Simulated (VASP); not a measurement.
Wanted: the native input for a VASP 6.6.1 run.

```yaml
Task: relaxation of cell and atoms
Functional: PBE
Potentials_or_basis: VASP PAW PBE potentials, release 64 (Sb, C)
Cutoff: 600 eV
k_mesh: 4 × 8 × 4
Occupations: gaussian, width 0.1 eV
Spin: no spin polarisation
Dipole_correction: no
Further_INCAR_settings: ALGO = Normal; EDIFF = 1e-06; IBRION = 2; EDIFFG = -0.04; NSW = 90; ISIF = 3
```

The structure of Sb5C2 lies in POSCAR:

```
Sb5C2
1.0
    4.8624398300      0.0000000000      0.0000000000
    0.0000000000      2.1751743100      0.0000000000
   -1.0791072600      0.0000000000      6.8866100000
Sb C
5 2
Direct
    0.2141710100      0.0000000000      0.5706959800
    0.7858289900      0.0000000000      0.4293040200
    0.6431190200      0.0000000000      0.7146679600
    0.3568809800      0.0000000000      0.2853320400
    0.5000000000      0.0000000000      0.0000000000
    0.0734870000      0.0000000000      0.8524150100
    0.9265130000      0.0000000000      0.1475849900
```

The cell was generated, and may not be a known phase.

The input as run:

INCAR

```
  PREC = Accurate
  ENCUT = 600
  EDIFF = 1E-6
  ISMEAR = 0
  SIGMA = 0.1
  LREAL = F
  LASPH = T
  NELM = 100
  ALGO = Normal
  ISIF = 3
  LWAVE = F
  LCHARG = F
  GGA = PE
  IBRION = 2
  NSW = 90
  EDIFFG = -0.04
```

KPOINTS

```
Automatic mesh
0
Gamma
  4 8 4
```

Potentials or basis: VASP PAW PBE potentials, release 64 (Sb, C).

The run is started by

```bash
$ cat potpaw_PBE.64/Sb/POTCAR potpaw_PBE.64/C/POTCAR > POTCAR
$ mpirun -np 1 vasp_std > vasp.out
```

It gave:

* Relaxed volume: 24.07 Å³/atom
* Relaxed cell: a = 5.658 Å, b = 3.250 Å, c = 9.685 Å, α = 90.00°, β = 108.89°, γ = 90.00°
* Space group after relaxing (to 0.1 Å): P2/m (No. 10)
* Energy gained by relaxing: 8544.7 meV/atom
* Ionic steps: 51
* Pressure after relaxing: 0.0 GPa
* Largest force after relaxing: 0.032 eV/Å

Caveat: the k points lie up to 0.29 Å⁻¹ apart in the final cell; the volume moved by over 15 % at a fixed basis, so the end points are rough; the highest band is partly filled, so the run has too few bands.

Wall time 34 min on 1 thread of Intel(R) Xeon(R) 6975P-C (Granite Rapids), with other jobs on the host, peak memory 0.24 GiB.
